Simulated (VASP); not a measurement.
Write the native input for VASP 6.6.1 that does the following.

```
Task                   : single point
Functional             : PBEsol
Dispersion             : D3(BJ)
Potentials or basis    : VASP PAW PBE potentials, release 64 (Hg)
Cutoff                 : 520 eV
k mesh                 : 18 × 18 × 10
Occupations            : gaussian, width 0.15 eV
Spin                   : no spin polarisation
Dipole correction      : no
Further INCAR settings : ALGO = Fast; EDIFF = 1e-07; NBANDS = 19
```

The structure of Hg lies in POSCAR:

```
Hg
1.0
    3.2375122089      0.0000000000      0.0000000000
   -1.6187561045      2.8037678180      0.0000000000
    0.0000000000      0.0000000000      5.0861316802
Hg
2
Direct
    0.6666666667      0.3333333333      0.7500000000
    0.3333333333      0.6666666667      0.2500000000
```

One way to write it, as run:

INCAR

```
SYSTEM = Hg
ALGO = Fast
EDIFF = 1E-7
ENCUT = 520
GGA = PS
ISIF = 2
ISMEAR = 0
IVDW = 12
LASPH = .TRUE.
LCHARG = .FALSE.
LREAL = .FALSE.
LWAVE = .FALSE.
NBANDS = 19
NELM = 80
PREC = Accurate
SIGMA = 0.15
```

KPOINTS

```
k-points
0
G
  18 18 10
  0 0 0
```

Potentials or basis: VASP PAW PBE potentials, release 64 (Hg).

Launch:

```console
$ cat potpaw_PBE.64/Hg/POTCAR > POTCAR
$ mpirun -np 1 vasp_std > vasp.out
```

Results of the run:

The pressure is -1.8 GPa, the band gap on the k mesh is zero (bands 12 and 13 overlap by 1.32 eV) and the dispersion energy per atom is -0.433 eV.

Caveat: the PAW data sets were made with another functional, which shifts forces and pressure a little; spin-orbit coupling is left out, which moves the levels of the heavy elements.

It took 3.6 min on 1 thread of Intel Xeon 8259CL, on a shared host, peak memory 0.29 GiB.
